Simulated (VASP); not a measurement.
# Pb2O (Pn-3m) in VASP: notebook

The runs below take Pb2O through single point, with PBEsol.

All numbers are computed with VASP 6.6.1; they aren't measurements. Logs are shortened: lines on timing, memory, paths and dates and some standing lists are left out, and cuts for length are marked.

## 1. The cell of the first run

It takes space group Pn-3m (No. 224, cubic). Conventional cell: a = 4.796 Å, b = 4.796 Å, c = 4.796 Å, α = 90.00°, β = 90.00°, γ = 90.00°. Within 2.7 Å of Pb (site symmetry -3m) lie 2 O at 2.08 Å. O (site symmetry -43m) has 4 Pb at 2.08 Å within 2.7 Å.

## 2. Single point, PBEsol

Contents of INCAR:

```
SYSTEM = Pb2O
PREC = Accurate
ENCUT = 520
EDIFF = 1E-6
ISMEAR = -1
SIGMA = 0.15
LREAL = .False.
LASPH = .True.
NELM = 60
ALGO = Normal
ISIF = 2
LWAVE = .False.
LCHARG = .False.
GGA = PS
NBANDS = 43
```

Contents of KPOINTS:

```
Automatic mesh
0
Gamma
  4 4 4
  0 0 0
```

Contents of POSCAR:

```
Pb2O
1.0
    4.7963084160      0.0000000000      0.0000000000
    0.0000000000      4.7963084160      0.0000000000
    0.0000000000      0.0000000000      4.7963084160
Pb O
4 2
Direct
    0.2500000000      0.2500000000      0.2500000000
    0.7500000000      0.7500000000      0.2500000000
    0.2500000000      0.7500000000      0.7500000000
    0.7500000000      0.2500000000      0.7500000000
    0.0000000000      0.0000000000      0.0000000000
    0.5000000000      0.5000000000      0.5000000000
```

Potentials or basis: VASP PAW PBE potentials, release 64 (Pb_d, O).

Launch:

```console
$ cat potpaw_PBE.64/Pb_d/POTCAR potpaw_PBE.64/O/POTCAR > POTCAR
$ mpirun -np 1 vasp_std > vasp.out
```

OUTCAR:

```text
SYSTEM = Pb2O
   PREC = Accurate
   ENCUT = 520
   EDIFF = 1E-6
   ISMEAR = -1
   LREAL = .False.
   LASPH = .True.
   NELM = 60
   ISIF = 2
   GGA = PS

 ion  position               nearest neighbor table
   1  0.250  0.250  0.250-   5 2.08   6 2.08   4 3.39   2 3.39   3 3.39   3 3.39   4 3.39   2 3.39
                             3 3.39   3 3.39   2 3.39   4 3.39   4 3.39   2 3.39
   2  0.750  0.750  0.250-   5 2.08   6 2.08   4 3.39   1 3.39   3 3.39   3 3.39   4 3.39   1 3.39
                             4 3.39   4 3.39   1 3.39   3 3.39   3 3.39   1 3.39
   3  0.250  0.750  0.750-   5 2.08   6 2.08   4 3.39   1 3.39   2 3.39   1 3.39   2 3.39   1 3.39
                             4 3.39   1 3.39   2 3.39   4 3.39   2 3.39   4 3.39
   4  0.750  0.250  0.750-   5 2.08   6 2.08   3 3.39   1 3.39   2 3.39   1 3.39   2 3.39   2 3.39
                             3 3.39   2 3.39   1 3.39   3 3.39   1 3.39   3 3.39
   5  0.000  0.000  0.000-   1 2.08   2 2.08   3 2.08   4 2.08
   6  0.500  0.500  0.500-   1 2.08   2 2.08   3 2.08   4 2.08

  LATTYP: Found a simple cubic cell.
 ALAT       =     4.7963084160

  Lattice vectors:

 A1 = (   4.7963084160,   0.0000000000,   0.0000000000)
 A2 = (   0.0000000000,   4.7963084160,   0.0000000000)
 A3 = (   0.0000000000,   0.0000000000,   4.7963084160)

Analysis of symmetry for initial positions (statically):
=====================================================================
 Subroutine PRICEL returns:
 Original cell was already a primitive cell.

 Routine SETGRP: Setting up the symmetry group for a
 simple cubic supercell.

 Subroutine GETGRP returns: Found 48 space group operations
 (whereof 24 operations were pure point group operations)
 out of a pool of 48 trial point group operations.

The static configuration has the point symmetry T_d .
 The point group associated with its full space group is O_h .

Analysis of symmetry for dynamics (positions and initial velocities):
=====================================================================
 Subroutine PRICEL returns:
 Original cell was already a primitive cell.

 Routine SETGRP: Setting up the symmetry group for a
 simple cubic supercell.

 Subroutine GETGRP returns: Found 48 space group operations
 (whereof 24 operations were pure point group operations)
 out of a pool of 48 trial point group operations.

The dynamic configuration has the point symmetry T_d .
 The point group associated with its full space group is O_h .

 Subroutine INISYM returns: Found 48 space group operations
 (whereof 24 operations are pure point group operations),
 and found     1 'primitive' translations

----------------------------------------------------------------------------------------

                                     Primitive cell

  volume of cell :     110.3370

  direct lattice vectors                    reciprocal lattice vectors
     4.796308416  0.000000000  0.000000000     0.208493682  0.000000000  0.000000000
     0.000000000  4.796308416  0.000000000     0.000000000  0.208493682  0.000000000
     0.000000000  0.000000000  4.796308416     0.000000000  0.000000000  0.208493682

  length of vectors
     4.796308416  4.796308416  4.796308416     0.208493682  0.208493682  0.208493682

  position of ions in fractional coordinates (direct lattice)
     0.250000000  0.250000000  0.250000000
     0.750000000  0.750000000  0.250000000
     0.250000000  0.750000000  0.750000000
     0.750000000  0.250000000  0.750000000
     0.000000000  0.000000000  0.000000000
     0.500000000  0.500000000  0.500000000

  ion indices of the primitive-cell ions
   primitive index   ion index
                 1           1
                 2           2
                 3           3
                 4           4
                 5           5
                 6           6

----------------------------------------------------------------------------------------

 KPOINTS: Automatic mesh

Automatic generation of k-mesh.
 Grid dimensions read from file:
 generate k-points for:    4    4    4

 Generating k-lattice:

  Cartesian coordinates                     Fractional coordinates (reciprocal lattice)
     0.052123420  0.000000000  0.000000000     0.250000000  0.000000000  0.000000000
     0.000000000  0.052123420  0.000000000     0.000000000  0.250000000  0.000000000
     0.000000000  0.000000000  0.052123420     0.000000000  0.000000000  0.250000000

  Length of vectors
     0.052123420  0.052123420  0.052123420

  Shift w.r.t. Gamma in fractional coordinates (k-lattice)
     0.000000000  0.000000000  0.000000000

 Subroutine IBZKPT returns following result:
 ===========================================

 Found     10 irreducible k-points:

 Following reciprocal coordinates:
            Coordinates               Weight
  0.000000  0.000000  0.000000      1.000000
  0.250000  0.000000  0.000000      6.000000
  0.500000  0.000000  0.000000      3.000000
  0.250000  0.250000  0.000000     12.000000
  0.500000  0.250000  0.000000     12.000000
  0.500000  0.500000  0.000000      3.000000
  0.250000  0.250000  0.250000      8.000000
  0.500000  0.250000  0.250000     12.000000
  0.500000  0.500000  0.250000      6.000000
  0.500000  0.500000  0.500000      1.000000
   k-points           NKPTS =     10   k-points in BZ     NKDIM =     10   number of bands    NBANDS=     43
   number of dos      NEDOS =    301   number of ions     NIONS =      6
   total plane-waves  NPLWV =  46656
   dimension x,y,z NGX =    36 NGY =   36 NGZ =   36
   dimension x,y,z NGXF=    72 NGYF=   72 NGZF=   72
   ions per type =               4   2
   NGX,Y,Z   is equivalent  to a cutoff of  12.48, 12.48, 12.48 a.u.
   NGXF,Y,Z  is equivalent  to a cutoff of  24.96, 24.96, 24.96 a.u.
 SYSTEM =  Pb2O
   PREC   = accura    normal or accurate (medium, high low for compatibility)
   ISTART =      0    job   : 0-new  1-cont  2-samecut
   ICHARG =      2    charge: 1-file 2-atom 10-const
   ISPIN  =      1    spin polarized calculation?
   LNONCOLLINEAR =      F non collinear calculations
   LSORBIT =      F    spin-orbit coupling
   LASPH  =      T    aspherical Exc in radial PAW
   ENCUT  =  520.0 eV  38.22 Ry    6.18 a.u.   8.92  8.92  8.92*2*pi/ulx,y,z
   NELM   =     60;   NELMIN=  2; NELMDL= -5     # of ELM steps
   EDIFF  = 0.1E-05   stopping-criterion for ELM
   LREAL  =      F    real-space projection
   EDIFFG = 0.1E-04   stopping-criterion for IOM
   NSW    =      0    number of steps for IOM
   IBRION =     -1    ionic relax: 0-MD 1-quasi-New 2-CG
   NFREE  =      0    steps in history (QN), initial steepest desc. (CG)
   ISIF   =      2    stress and relaxation
   ISYM   =      2    0-nonsym 1-usesym 2-fastsym
   POTIM  = 0.5000    time-step for ionic-motion
   TEBEG  =    0.0;   TEEND  =   0.0 temperature during run
   PSTRESS=    0.0 pullay stress
   NELECT =      68.0000    total number of electrons
   NUPDOWN=      -1.0000    fix difference up-down
   EMIN   =  10.00;   EMAX   =-10.00  energy-range for DOS
   EFERMI =   0.00;   METHOD = LEGACY
   ISMEAR =    -1;   SIGMA  =   0.15  broadening in eV -4-tet -1-fermi 0-gaus
   EFERMI_NEDOS =   21; number of points for ismear=-14 and -15
   IALGO  =     38    algorithm
   IMIX   =      4    mixing-type and parameters
     AMIX     =   0.40;   BMIX     =  1.00
     AMIX_MAG =   1.60;   BMIX_MAG =  1.00
  volume/ion in A,a.u.               =      18.39       124.10
  Fermi-wavevector in a.u.,A,eV,Ry     =   1.393170  2.632709 26.407846  1.940922
  Thomas-Fermi vector in A             =   2.516842
   LORBIT       =      0    0 simple, 1 ext, 2 COOP (PROOUT), +10 PAW based schemes
   GGA     = PS    functional components
   LHFCALC =     F    Hartree Fock is set to
   AEXX    =    0.0000 exact exchange contribution
   IVDW    =     0    specifies the selected vdW correction
   LEPSILON=     F    determine dielectric tensor
   LRPA    =     F    only Hartree local field effects (RPA)
 non-spin polarized calculation
  energy-cutoff  :      520.00
  volume of cell :      110.34
 maximum number of plane-waves:      3016
 NGX is ok and might be reduce to    36
   NGX = 17   NGY = 17   NGZ = 17

 number of electron      68.0000017 magnetization

 Free energy of the ion-electron system (eV)
  ---------------------------------------------------
  ext. energy  EPLUGINS =         0.00000000
  ---------------------------------------------------
  free energy    TOTEN  =       -24.56390382 eV

  energy without entropy =      -24.47573203  energy(sigma->0) =      -24.51981792

 E-fermi :   8.8577     XC(G=0): -11.4666

 val. band max:        8.8201101105   @ k =   0.5000   0.5000   0.2500
 cond. band min:       9.0187143138   @ k =   0.0000   0.0000   0.0000
 fundamental gap:      0.1986042034
 Fermi energy:         8.8576791919

 k-point     1 :       0.0000    0.0000    0.0000
  band No.  band energies     occupation
      1     -12.7500      2.00000
      2     -10.9430      2.00000
      3      -8.0907      2.00000
      4      -8.0907      2.00000
      5      -8.0907      2.00000
      6      -7.9449      2.00000
[... 35 lines left out ...]
     42      16.0139      0.00000
     43      16.0140      0.00000

 k-point     2 :       0.2500    0.0000    0.0000
  band No.  band energies     occupation
      1     -12.5605      2.00000
      2     -11.3410      2.00000
      3      -8.0046      2.00000
      4      -8.0046      2.00000
      5      -7.8994      2.00000
      6      -7.8756      2.00000
[... 35 lines left out ...]
     42      15.5876      0.00000
     43      15.9096      0.00000

 k-point     3 :       0.5000    0.0000    0.0000
  band No.  band energies     occupation
      1     -12.0358      2.00000
      2     -12.0358      2.00000
      3      -7.8594      2.00000
      4      -7.8594      2.00000
      5      -7.7999      2.00000
      6      -7.7999      2.00000
[... 35 lines left out ...]
     42      15.4421      0.00000
     43      16.9293      0.00000

 k-point     4 :       0.2500    0.2500    0.0000
  band No.  band energies     occupation
      1     -12.4167      2.00000
      2     -11.5703      2.00000
      3      -7.9926      2.00000
      4      -7.9603      2.00000
      5      -7.8390      2.00000
      6      -7.8201      2.00000
[... 35 lines left out ...]
     42      15.3263      0.00000
     43      16.3164      0.00000

 k-point     5 :       0.5000    0.2500    0.0000
  band No.  band energies     occupation
      1     -12.0328      2.00000
      2     -12.0328      2.00000
      3      -7.9006      2.00000
      4      -7.9006      2.00000
      5      -7.7703      2.00000
      6      -7.7703      2.00000
[... 35 lines left out ...]
     42      14.7845      0.00000
     43      17.0913      0.00000

 k-point     6 :       0.5000    0.5000    0.0000
  band No.  band energies     occupation
      1     -12.0300      2.00000
      2     -12.0300      2.00000
      3      -7.9138      2.00000
      4      -7.9138      2.00000
      5      -7.7367      2.00000
      6      -7.7367      2.00000
[... 35 lines left out ...]
     42      14.8714      0.00000
     43      18.2368      0.00000

 k-point     7 :       0.2500    0.2500    0.2500
  band No.  band energies     occupation
      1     -12.4063      2.00000
      2     -11.5783      2.00000
      3      -7.9847      2.00000
      4      -7.9847      2.00000
      5      -7.7985      2.00000
      6      -7.7985      2.00000
[... 35 lines left out ...]
     42      15.7610      0.00000
     43      16.2261      0.00000

 k-point     8 :       0.5000    0.2500    0.2500
  band No.  band energies     occupation
      1     -12.3953      2.00000
      2     -11.5874      2.00000
      3      -7.9610      2.00000
      4      -7.9560      2.00000
      5      -7.7874      2.00000
      6      -7.7387      2.00000
[... 35 lines left out ...]
     42      16.2706      0.00000
     43      17.2645      0.00000

 k-point     9 :       0.5000    0.5000    0.2500
  band No.  band energies     occupation
      1     -12.5287      2.00000
      2     -11.3644      2.00000
      3      -7.9906      2.00000
      4      -7.9906      2.00000
      5      -7.8379      2.00000
      6      -7.7368      2.00000
[... 35 lines left out ...]
     42      17.1783      0.00000
     43      17.6616      0.00000

 k-point    10 :       0.5000    0.5000    0.5000
  band No.  band energies     occupation
      1     -12.7071      2.00000
      2     -10.9858      2.00000
      3      -8.0534      2.00000
      4      -8.0534      2.00000
      5      -8.0534      2.00000
      6      -7.7693      2.00000
[... 35 lines left out ...]
     42      17.7510      0.00000
     43      17.7510      0.00000

------------------------ aborting loop because EDIFF is reached ----------------------------------------

  FORCE on cell =-STRESS in cart. coord.  units (eV):
  Direction    XX          YY          ZZ          XY          YZ          ZX
  --------------------------------------------------------------------------------------
  -------------------------------------------------------------------------------------
  Total       27.6342403     27.6342403     27.6342403      0.0000000      0.0000000      0.0000000
  in kB      401.2701058    401.2701058    401.2701058      0.0000000      0.0000000      0.0000000
  external PRESSURE =     401.2701058 kB  Pullay stress =       0.0000000 kB

 VOLUME and BASIS-vectors are now :
 -----------------------------------------------------------------------------
  energy-cutoff  :      520.00
  volume of cell :      110.34
      direct lattice vectors                 reciprocal lattice vectors
     4.796308416  0.000000000  0.000000000     0.208493682  0.000000000  0.000000000
     0.000000000  4.796308416  0.000000000     0.000000000  0.208493682  0.000000000
     0.000000000  0.000000000  4.796308416     0.000000000  0.000000000  0.208493682

 POSITION                                       TOTAL-FORCE (eV/Angst)
 -----------------------------------------------------------------------------------
      1.19908      1.19908      1.19908         0.000000      0.000000     -0.000000
      3.59723      3.59723      1.19908        -0.000000      0.000000     -0.000000
      1.19908      3.59723      3.59723         0.000000     -0.000000     -0.000000
      3.59723      1.19908      3.59723         0.000000      0.000000      0.000000
      0.00000      0.00000      0.00000         0.000000     -0.000000     -0.000000
      2.39815      2.39815      2.39815         0.000000     -0.000000      0.000000
 -----------------------------------------------------------------------------------
    total drift:                                0.000000      0.000000      0.000000

  FREE ENERGIE OF THE ION-ELECTRON SYSTEM (eV)
  ---------------------------------------------------
  free  energy   TOTEN  =       -24.5639038193 eV

  energy  without entropy=      -24.4757320261  energy(sigma->0) =      -24.51981792
```

Run time: 98 s. Hardware: 1 thread of Intel Xeon 8259CL, shared host; peak memory 0.19 GiB.

What came out:

```
Free energy            : -24.5639 eV
Pressure               : 40.1 GPa
Band gap on the k mesh : zero (bands 34 and 35 overlap by 0.99 eV)
```

Levels at points of the mesh, in eV from the Fermi level:
```
           k point  band 30  band 31  band 32  band 33  band 34  band 35  band 36  band 37  band 38  band 39
(0.00, 0.00, 0.00)    -3.47    -3.47     0.16     0.16     0.16     2.41     2.41     2.41     3.39     6.13
(0.50, 0.00, 0.00)    -3.05    -1.34    -1.34    -0.71    -0.71     1.72     1.72     1.99     1.99     5.23
(0.50, 0.50, 0.00)    -4.27    -1.08    -1.08    -0.61    -0.61     2.16     2.16     2.43     2.43     5.24
(0.50, 0.50, 0.50)    -1.88    -1.88    -1.88    -0.83    -0.83    -0.83     1.24     6.00     6.00     6.40
```

Caveat: the cell stands under pressure; the PAW data sets were made with another functional, which shifts forces and pressure a little; spin-orbit coupling is left out, which moves the levels of the heavy elements.

## 3. Single point, PBEsol

This run uses another cell than the first one, of 19.39 Å³/atom.

Contents of INCAR:

```
SYSTEM = Pb2O
ALGO = Normal
EDIFF = 1E-6
ENCUT = 520
GGA = PS
ISIF = 2
ISMEAR = -1
LASPH = .True.
LCHARG = .False.
LREAL = .False.
LWAVE = .False.
NBANDS = 43
NELM = 100
PREC = Accurate
SIGMA = 0.15
```

Contents of KPOINTS:

```
k-points
0
Gamma
  4 4 4
  0 0 0
```

Edit POSCAR of step 2 so:

```diff
@@ -2,5 +2,5 @@
 1.0
-    4.7963084160      0.0000000000      0.0000000000
-    0.0000000000      4.7963084160      0.0000000000
-    0.0000000000      0.0000000000      4.7963084160
+    4.8819896426      0.0000000000      0.0000000000
+    0.0000000000      4.8819896426      0.0000000000
+    0.0000000000      0.0000000000      4.8819896426
 Pb O
```

Potentials or basis: VASP PAW PBE potentials, release 64 (Pb_d, O).

Launch:

```console
$ cat potpaw_PBE.64/Pb_d/POTCAR potpaw_PBE.64/O/POTCAR > POTCAR
$ mpirun -np 1 vasp_std > vasp.out
```

Wall time 100 s (1 thread of Intel Xeon 8259CL, shared host); peak memory 0.19 GiB.

Results (log left out):

| Property | Result |
| --- | --- |
| Free energy | -25.8819 eV |
| Pressure | 30.1 GPa |
| Band gap on the k mesh | zero (bands 34 and 35 overlap by 0.86 eV) |

Levels at points of the mesh, in eV from the Fermi level:
```
           k point  band 31  band 32  band 33  band 34  band 35  band 36  band 37  band 38
(0.00, 0.00, 0.00)    -3.15     0.07     0.07     0.07     2.44     2.44     2.44     3.36
(0.50, 0.00, 0.00)    -1.14    -1.14    -0.71    -0.71     1.66     1.66     2.07     2.07
(0.50, 0.50, 0.00)    -1.06    -1.06    -0.46    -0.46     2.20     2.20     2.30     2.30
(0.50, 0.50, 0.50)    -1.62    -1.62    -0.79    -0.79    -0.79     1.35     5.87     5.87
```

Caveat: the cell stands under pressure; the PAW data sets were made with another functional, which shifts forces and pressure a little; spin-orbit coupling is left out, which moves the levels of the heavy elements.

## 4. Single point, PBEsol

This run uses another cell than the first one, of 20.72 Å³/atom.

Contents of INCAR:

```
SYSTEM = Pb2O
PREC = Accurate
ENCUT = 520
EDIFF = 1E-7
ISMEAR = -1
SIGMA = 0.15
LREAL = .FALSE.
LASPH = .TRUE.
NELM = 80
ALGO = Normal
ISIF = 2
LWAVE = .FALSE.
LCHARG = .TRUE.
GGA = PS
LELF = .TRUE.
LVHAR = .TRUE.
NBANDS = 43
```

Contents of KPOINTS:

```
Automatic mesh
0
G
  4 4 4
  0 0 0
```

Edit POSCAR of step 3 so:

```diff
@@ -2,5 +2,5 @@
 1.0
-    4.8819896426      0.0000000000      0.0000000000
-    0.0000000000      4.8819896426      0.0000000000
-    0.0000000000      0.0000000000      4.8819896426
+    4.9910325441      0.0000000000      0.0000000000
+    0.0000000000      4.9910325441      0.0000000000
+    0.0000000000      0.0000000000      4.9910325441
 Pb O
```

Launch:

```console
$ cat potpaw_PBE.64/Pb_d/POTCAR potpaw_PBE.64/O/POTCAR > POTCAR
$ mpirun -np 1 vasp_std > vasp.out
```

It took 2.2 min on 1 thread of Intel Xeon 8259CL, shared host; peak memory 0.22 GiB.

The run converged. Its results:

```yaml
Free_energy: -27.1252 eV
Pressure: 20.1 GPa
Band_gap_on_the_k_mesh: zero (bands 34 and 35 overlap by 0.70 eV)
```

Levels at points of the mesh, in eV from the Fermi level:
```csv
k point,band 32,band 33,band 34,band 35,band 36,band 37
"(0.00, 0.00, 0.00)",-0.06,-0.06,-0.06,2.43,2.43,2.43
"(0.50, 0.00, 0.00)",-0.94,-0.75,-0.75,1.55,1.55,2.10
"(0.50, 0.50, 0.00)",-1.06,-0.32,-0.32,2.11,2.11,2.20
"(0.50, 0.50, 0.50)",-1.36,-0.77,-0.77,-0.77,1.42,5.64
```

Caveat: the cell stands under pressure; semilocal functionals underestimate gaps, and a narrow one can read as zero; the PAW data sets were made with another functional, which shifts forces and pressure a little; spin-orbit coupling is left out, which moves the levels of the heavy elements.

## 5. The runs side by side

| cell | gap on the mesh (eV) | pressure (GPa) |
| --- | --- | --- |
| a = 4.796 Å, 6 atoms | none | 40.1 |
| a = 4.882 Å, 6 atoms | none | 30.1 |
| a = 4.991 Å, 6 atoms | none | 20.1 |

Alike in all rows: task single point; level PBEsol; potentials or basis VASP PAW PBE potentials, release 64 (Pb_d, O); no spin polarisation; k mesh 4 × 4 × 4; cutoff (eV) 520; smearing fermi-dirac 0.15 eV.

Caveats: the cell stands under pressure; the PAW data sets were made with another functional, which shifts forces and pressure a little; spin-orbit coupling is left out, which moves the levels of the heavy elements; semilocal functionals underestimate gaps, and a narrow one can read as zero (at least some runs).

Absolute energies hang on the potentials; compare differences alone.

The gap in the log of VASP goes by the Fermi energy; the results here count the filled bands.